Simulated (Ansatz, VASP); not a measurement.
# Ti: VASP beside Ansatz

```
Ti
1.0
     4.59696    0.00000    0.00000
    -2.29848    3.98109    0.00000
     0.00000    0.00000    2.81967
Ti
3
Direct
  0.33341 0.00000 0.33333
  0.00000 0.33341 0.66667
  0.66659 0.66659 0.00000
```

Alike in both runs: functional r2SCAN; k mesh 12 × 12 × 16; occupations gaussian, width 0.1 eV; no spin polarisation.

Ansatz relaxed the structure, and its values are those at the end. VASP's run is a single point on that final structure, the one shown.

|  | VASP | Ansatz |
| --- | --- | --- |
| version | VASP 6.6.1 | Ansatz 0.2.0 |
| potentials or method | VASP PAW PBE potentials, release 64 (Ti_sv), cutoff 520 eV | scalar-relativistic, plane waves, PAW |
| valence electrons in the cell | 36 | 36 |

```tsv
	VASP	Ansatz	Ansatz less VASP
gap on the k mesh at the Fermi level (eV)	none	none	-
pressure (GPa)	0.5	0.0	-0.45
```

VASP's potentials were made for PBE, not for r2SCAN. A gap of «none» marks a metal or a gap that the smearing closes.
